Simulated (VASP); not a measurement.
# H in VASP: a series of runs, part 2 of 2

VASP 6.6.1. Earlier steps stand in the parts before.

**3. Relaxation of the atoms, PBE+D3(BJ)**

The input, INCAR:

```
SYSTEM = H
PREC     = Accurate       ! precision mode
ENCUT    = 520            ! plane-wave cutoff, eV
EDIFF    = 1E-7           ! SCF threshold, eV
ISMEAR   = -1             ! smearing method
SIGMA    = 0.05           ! smearing width, eV
LREAL    = Auto         
LASPH    = .True.         ! aspherical terms in the spheres
NELM     = 60             ! most SCF steps
ALGO     = Normal         ! electronic algorithm
ISIF     = 2              ! what is computed and relaxed
LWAVE    = .False.        ! write WAVECAR
LCHARG   = .False.        ! write CHGCAR
GGA      = PE             ! functional
IVDW     = 12             ! dispersion correction
IBRION   = 2              ! ionic algorithm
NSW      = 35             ! ionic steps
EDIFFG   = -0.3           ! ionic threshold
```

The input, KPOINTS:

```
Automatic mesh
0
Gamma
  1 1 1
  0 0 0
```

The input, POSCAR:

```
H
1.0
    6.2144650000      0.0000000000      0.0000000000
    0.0000000000      6.2144650000      0.0000000000
    0.0000000000      0.0000000000      6.2144650000
H
16
Direct
    0.4213224000      0.8487526000      0.3661644000
    0.4241300000      0.8547562000      0.2477287000
    0.7610033000      0.5361285000      0.2922960000
    0.8652758000      0.5843361000      0.2627289000
    0.5087871000      0.3681984000      0.9770520000
    0.5509730000      0.3116492000      0.8816922000
    0.1554336000      0.3109914000     -0.0361264000
    0.1178462000      0.2457566000      0.0555390000
    0.4042834000      0.4152636000      0.3730441000
    0.3760777000      0.3284815000      0.2972532000
    0.1723466000      0.9503963000      0.1024184000
    0.1810364000      0.8329560000      0.1166731000
    0.0750212000      0.8748763000      0.7338915000
    0.1030530000      0.9438756000      0.6415646000
    0.4534171000      0.3062262000      0.6185603000
    0.3771859000      0.3831900000      0.6668958000
```

Potentials or basis: VASP PAW PBE potentials, release 64 (H).

Launch:

```
cat potpaw_PBE.64/H/POTCAR > POTCAR
mpirun -np 1 vasp_gam > vasp.out
```

OUTCAR:

```text
SYSTEM = H
   PREC = Accurate
   ENCUT = 520
   EDIFF = 1E-7
   ISMEAR = -1
   LREAL = Auto
   LASPH = .True.
   NELM = 60
   ISIF = 2
   GGA = PE
   IVDW = 12
   IBRION = 2
   NSW = 35
   EDIFFG = -0.3
 IVDW          = 12

 ion  position               nearest neighbor table
   1  0.421  0.849  0.366-   2 0.74
   2  0.424  0.855  0.248-   1 0.74
   3  0.761  0.536  0.292-   4 0.74
   4  0.865  0.584  0.263-   3 0.74
   5  0.509  0.368  0.977-   6 0.74
   6  0.551  0.312  0.882-   5 0.74
[... 8 lines left out ...]
  15  0.453  0.306  0.619-  16 0.74
  16  0.377  0.383  0.667-  15 0.74

  LATTYP: Found a simple cubic cell.
 ALAT       =     6.2144650000

  Lattice vectors:

 A1 = (   6.2144650000,   0.0000000000,   0.0000000000)
 A2 = (   0.0000000000,   6.2144650000,   0.0000000000)
 A3 = (   0.0000000000,   0.0000000000,   6.2144650000)

Analysis of symmetry for initial positions (statically):
=====================================================================
 Subroutine PRICEL returns:
 Original cell was already a primitive cell.

 Routine SETGRP: Setting up the symmetry group for a
 simple cubic supercell.

 Subroutine GETGRP returns: Found  1 space group operations
 (whereof  1 operations were pure point group operations)
 out of a pool of 48 trial point group operations.

The static configuration has the point symmetry C_1 .

Analysis of symmetry for dynamics (positions and initial velocities):
=====================================================================
 Subroutine PRICEL returns:
 Original cell was already a primitive cell.

 Routine SETGRP: Setting up the symmetry group for a
 simple cubic supercell.

 Subroutine GETGRP returns: Found  1 space group operations
 (whereof  1 operations were pure point group operations)
 out of a pool of 48 trial point group operations.

The dynamic configuration has the point symmetry C_1 .

[... 95 lines left out ...]
   ICHARG =      2    charge: 1-file 2-atom 10-const
   ISPIN  =      1    spin polarized calculation?
   LNONCOLLINEAR =      F non collinear calculations
   LSORBIT =      F    spin-orbit coupling
   LASPH  =      T    aspherical Exc in radial PAW
   ENCUT  =  520.0 eV  38.22 Ry    6.18 a.u.  11.55 11.55 11.55*2*pi/ulx,y,z
   NELM   =     60;   NELMIN=  2; NELMDL= -5     # of ELM steps
   EDIFF  = 0.1E-06   stopping-criterion for ELM
   LREAL  =      T    real-space projection
   EDIFFG = -.3E+00   stopping-criterion for IOM
   NSW    =     35    number of steps for IOM
   IBRION =      2    ionic relax: 0-MD 1-quasi-New 2-CG
   NFREE  =      1    steps in history (QN), initial steepest desc. (CG)
   ISIF   =      2    stress and relaxation
   ISYM   =      2    0-nonsym 1-usesym 2-fastsym
   POTIM  = 0.5000    time-step for ionic-motion
   TEBEG  =    0.0;   TEEND  =   0.0 temperature during run
   PSTRESS=    0.0 pullay stress
   NELECT =      16.0000    total number of electrons
   NUPDOWN=      -1.0000    fix difference up-down
   EMIN   =  10.00;   EMAX   =-10.00  energy-range for DOS
   EFERMI =   0.00;   METHOD = LEGACY
   ISMEAR =    -1;   SIGMA  =   0.05  broadening in eV -4-tet -1-fermi 0-gaus
   EFERMI_NEDOS =   21; number of points for ismear=-14 and -15
   IALGO  =     38    algorithm
   IMIX   =      4    mixing-type and parameters
     AMIX     =   0.40;   BMIX     =  1.00
     AMIX_MAG =   1.60;   BMIX_MAG =  1.00
  volume/ion in A,a.u.               =      15.00       101.22
  Fermi-wavevector in a.u.,A,eV,Ry     =   0.663811  1.254421  5.995339  0.440645
  Thomas-Fermi vector in A             =   1.737305
   LORBIT       =      0    0 simple, 1 ext, 2 COOP (PROOUT), +10 PAW based schemes
   GGA     = PE    functional components
   LHFCALC =     F    Hartree Fock is set to
   AEXX    =    0.0000 exact exchange contribution
   IVDW    =    12    specifies the selected vdW correction
   LEPSILON=     F    determine dielectric tensor
   LRPA    =     F    only Hartree local field effects (RPA)
 conjugate gradient relaxation of ions
 non-spin polarized calculation
  energy-cutoff  :      520.00
  volume of cell :      240.00
 maximum number of plane-waves:      3226
 NGX is ok and might be reduce to    48
   NGX = 23   NGY = 23   NGZ = 23

--------------------------------------- Ionic step        1  -------------------------------------------

 number of electron      16.0000000 magnetization

 Free energy of the ion-electron system (eV)
  ---------------------------------------------------
  ext. energy  EPLUGINS =         0.00000000
  ---------------------------------------------------
  free energy    TOTEN  =       -53.15090634 eV

  energy without entropy =      -53.15090634  energy(sigma->0) =      -53.15090634

------------------------ aborting loop because EDIFF is reached ----------------------------------------

 Edisp (eV)   -0.24279

 E8    (eV) :    -0.0432
[... 423 lines left out ...]
--------------------------------------- Ionic step        9  -------------------------------------------

 number of electron      16.0000000 magnetization

 Free energy of the ion-electron system (eV)
  ---------------------------------------------------
  ext. energy  EPLUGINS =         0.00000000
  ---------------------------------------------------
  free energy    TOTEN  =       -53.69247782 eV

  energy without entropy =      -53.69247781  energy(sigma->0) =      -53.69247781

 E-fermi :  -7.0767     XC(G=0):  -4.5514

 val. band max:       -8.2824411359   @ k =   0.0000   0.0000   0.0000
 cond. band min:       0.0549775552   @ k =   0.0000   0.0000   0.0000
 fundamental gap:      8.3374186911
 Fermi energy:        -7.0766709680

 k-point     1 :       0.0000    0.0000    0.0000
  band No.  band energies     occupation
      1     -11.2949      2.00000
      2     -10.0847      2.00000
      3      -9.3839      2.00000
      4      -9.2369      2.00000
      5      -8.9633      2.00000
      6      -8.6725      2.00000
[... 9 lines left out ...]
     16       3.2890      0.00000
     17       3.3856      0.00000
[... 45 lines left out ...]
  FREE ENERGIE OF THE ION-ELECTRON SYSTEM (eV)
  ---------------------------------------------------
  free  energy   TOTEN  =       -53.9374175729 eV

  energy  without entropy=      -53.9374175728  energy(sigma->0) =      -53.93741757

 reached required accuracy - stopping structural energy minimisation
```

OSZICAR:

```text
N       E                     dE             d eps       ncg     rms          rms(c)
DAV:   1     0.600174107610E+02    0.60017E+02   -0.58093E+03    34   0.690E+02
DAV:   2    -0.466404945564E+02   -0.10666E+03   -0.10194E+03    51   0.145E+02
DAV:   3    -0.579734497782E+02   -0.11333E+02   -0.11318E+02    43   0.567E+01
[... 89 lines left out ...]
DAV:   5    -0.536924703715E+02    0.17218E-04   -0.10224E-04    52   0.690E-02    0.155E-02
DAV:   6    -0.536924778086E+02   -0.74372E-05   -0.33870E-05    36   0.387E-02    0.322E-03
DAV:   7    -0.536924781037E+02   -0.29505E-06   -0.23504E-06    52   0.101E-02    0.383E-03
DAV:   8    -0.536924777962E+02    0.30750E-06   -0.49035E-07    52   0.701E-03    0.531E-04
DAV:   9    -0.536924778150E+02   -0.18832E-07   -0.31323E-07    36   0.312E-03
   9 F= -.53937418E+02 E0= -.53937418E+02  d E =-.126563E-01
```

CONTCAR:

```text
H
   1.00000000000000
     6.2144649999999997    0.0000000000000000    0.0000000000000000
     0.0000000000000000    6.2144649999999997    0.0000000000000000
     0.0000000000000000    0.0000000000000000    6.2144649999999997
  H
    16
Direct
     0.4532158330528676    0.8449021347042770    0.3957230907892546
     0.4590426222804245    0.8517257137884184    0.2753848565705994
     0.7622175604261447    0.5368494541744934    0.2909500069995988
     0.8682955495754506    0.5868368280111941    0.2625914818112125
     0.5325515283231076    0.3640285464514008    0.0326723672272314
     0.5633425166593931    0.3180659922239549    0.9254364962048570
[... 8 lines left out ...]
     0.4389687993850627    0.3042315979355436    0.6127165485154894
     0.3647004223691951    0.3795744851776055    0.6708518723712767

  0.00000000E+00  0.00000000E+00  0.00000000E+00
  0.00000000E+00  0.00000000E+00  0.00000000E+00
  0.00000000E+00  0.00000000E+00  0.00000000E+00
  0.00000000E+00  0.00000000E+00  0.00000000E+00
  0.00000000E+00  0.00000000E+00  0.00000000E+00
  0.00000000E+00  0.00000000E+00  0.00000000E+00
[... 8 lines left out ...]
  0.00000000E+00  0.00000000E+00  0.00000000E+00
  0.00000000E+00  0.00000000E+00  0.00000000E+00
```

Wall time 74 s (1 thread of Intel Xeon Platinum 8375C at 2.90GHz (Ice Lake), shared host); peak memory 0.31 GiB.

What came out:

```yaml
Free_energy: -53.9374 eV
Energy_gained_by_relaxing: 34.0 meV/atom
Ionic_steps: 9
Pressure_after_relaxing: 0.8 GPa
Largest_force_after_relaxing: 0.160 eV/Å
Band_gap_on_the_k_mesh: 8.34 eV
Dispersion_energy_per_atom: -0.015 eV
```

Forces on the atoms (eV/Å):
```
H    0.057  0.019 -0.006
H    0.043  0.010  0.120
H    0.036  0.006  0.004
H    0.025  0.008  0.002
H    0.136 -0.011 -0.007
H    0.054 -0.002 -0.138
H   -0.060 -0.021 -0.058
H   -0.066  0.135 -0.036
H   -0.067 -0.017  0.144
H   -0.045  0.019 -0.008
H   -0.023 -0.149  0.015
H   -0.039 -0.001  0.040
H   -0.012  0.025 -0.102
H   -0.021 -0.023 -0.025
H   -0.036  0.016 -0.013
H    0.018 -0.015  0.068
```

The path:
```tsv
step	energy change (eV)	largest force (eV/Å)	pressure (GPa)
1	0.0000	0.9051	1.87
2	-0.0313	1.1575	0.43
3	-0.0532	0.7545	0.98
4	-0.1368	0.6931	0.94
5	-0.3320	0.5512	0.86
6	-0.5197	0.4636	0.83
7	-0.5311	0.5874	0.84
8	-0.3694	2.7039	0.92
9	-0.5437	0.1598	0.82
```

Final structure:
```
CELL_PARAMETERS angstrom
6.21446 0.00000 0.00000
0.00000 6.21446 0.00000
0.00000 0.00000 6.21446
ATOMIC_POSITIONS crystal
H 0.45322 0.84490 0.39572
H 0.45904 0.85173 0.27538
H 0.76222 0.53685 0.29095
H 0.86830 0.58684 0.26259
H 0.53255 0.36403 0.03267
H 0.56334 0.31807 0.92544
H 0.14909 0.31224 0.95500
H 0.10783 0.25901 0.05478
H 0.40063 0.41024 0.33548
H 0.38018 0.33599 0.24296
H 0.14364 0.94631 0.07789
H 0.14708 0.82772 0.09656
H 0.07336 0.87450 0.73130
H 0.10305 0.94361 0.63708
H 0.43897 0.30423 0.61272
H 0.36470 0.37957 0.67085
```

Caveat: the k points lie up to 1.01 Å⁻¹ apart; the relaxation stopped at a loose force limit of 0.3 eV/Å, so its end isn't a converged minimum.
